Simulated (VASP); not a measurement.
Here is a VASP 6.6.1 calculation.

The input POSCAR:

```
Hf
1.0
   -1.7485563976      1.7485563976      1.9234120374
    1.7485563976     -1.7485563976      1.9234120374
    1.7485563976      1.7485563976     -1.9234120374
Hf
1
Direct
    0.0000000000      0.0000000000      0.0000000000
```

The input INCAR.step1:

```
SYSTEM = Hf
ALGO = Normal
EDIFF = 1E-4
ENCUT = 520
GGA = PE
ISMEAR = 0
LASPH = .True.
LCHARG = .False.
LREAL = .False.
LWAVE = .True.
NBANDS = 11
NELM = 100
PREC = Accurate
SIGMA = 0.15
```

File INCAR.step2:

```
SYSTEM = Hf
ALGO = Normal
EDIFF = 1E-7
ENCUT = 520
ISIF = 2
ISMEAR = 0
ISTART = 1
LASPH = .True.
LCHARG = .False.
LMIXTAU = .True.
LREAL = .False.
LWAVE = .False.
METAGGA = R2SCAN
NBANDS = 11
NELM = 100
PREC = Accurate
SIGMA = 0.15
```

Contents of KPOINTS:

```
k-points
0
Gamma
  20 20 20
  0 0 0
```

Potentials or basis: VASP PAW PBE potentials, release 64 (Hf_pv).

Launch:

```bash
$ cat potpaw_PBE.64/Hf_pv/POTCAR > POTCAR
$ cp INCAR.step1 INCAR
$ mpirun -np 1 vasp_std > vasp.out
$ cp INCAR.step2 INCAR
$ mpirun -np 1 vasp_std > vasp.out
```

**Question.** Predict the band gap on the k mesh.

**Answer.** Zero (bands 5 and 6 overlap by 2.26 eV).

**Question.** Predict the pressure.

**Answer.** -5.5 GPa.

Stress tensor (GPa, compression positive):
```
-7.23  0.00  0.00
 0.00 -7.23  0.00
 0.00  0.00 -2.02
```

Caveat: the stress differs along the axes, from -7 to -2 GPa; the PAW data sets were made with another functional, which shifts forces and pressure a little; spin-orbit coupling is left out, which moves the levels of the heavy elements.
